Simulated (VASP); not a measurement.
Wanted: the native input for a VASP 6.6.1 run.

```
Task                   : single point
Functional             : LDA
Potentials or basis    : VASP PAW LDA potentials, release 64 (C)
Cutoff                 : 520 eV
k mesh                 : 12 × 12 × 12
Occupations            : gaussian, width 0.05 eV
Spin                   : no spin polarisation
Dipole correction      : no
Further INCAR settings : ALGO = Normal; EDIFF = 1e-06; NBANDS = 11
```

The structure of C lies in POSCAR:

```
C
1.0
    0.0000000000      2.0262211973      1.6421661991
    1.6289229233      0.0000000000      1.6421661991
    1.6289229233      2.0262211973      0.0000000000
C
2
Direct
    0.5000000000      0.5000000000      0.5000000000
    0.7500000000      0.7500000000      0.7500000000
```

This cell differs from its parent crystal: strain +e along x and -e along y -0.1125, strain +e along z and -e/2 along x and y -0.0700.

These files were run (other wordings do the same):

INCAR

```
ALGO = Normal ; EDIFF = 1E-6
ENCUT = 520 ; GGA = CA
ISIF = 2 ; ISMEAR = 0
LASPH = True ; LCHARG = False
LREAL = False ; LWAVE = False
NBANDS = 11 ; NELM = 80
PREC = Accurate ; SIGMA = 0.05
```

KPOINTS

```
k-points
0
Gamma
  12 12 12
```

Potentials or basis: VASP PAW LDA potentials, release 64 (C).

The run is started by

```sh
$ cat potpaw_LDA.64/C/POTCAR > POTCAR
$ mpirun -np 1 vasp_std > vasp.out
```

Results of the run:

The pressure is 10.6 GPa and the band gap on the k mesh is 1.34 eV, indirect (least direct gap 3.68 eV).

Caveat: the cell differs from its parent crystal (strain +e along x and -e along y -0.1125, strain +e along z and -e/2 along x and y -0.0700).

Wall time 38 s on 1 thread of Intel Xeon 8259CL, with other jobs on the host, peak memory 0.13 GiB.
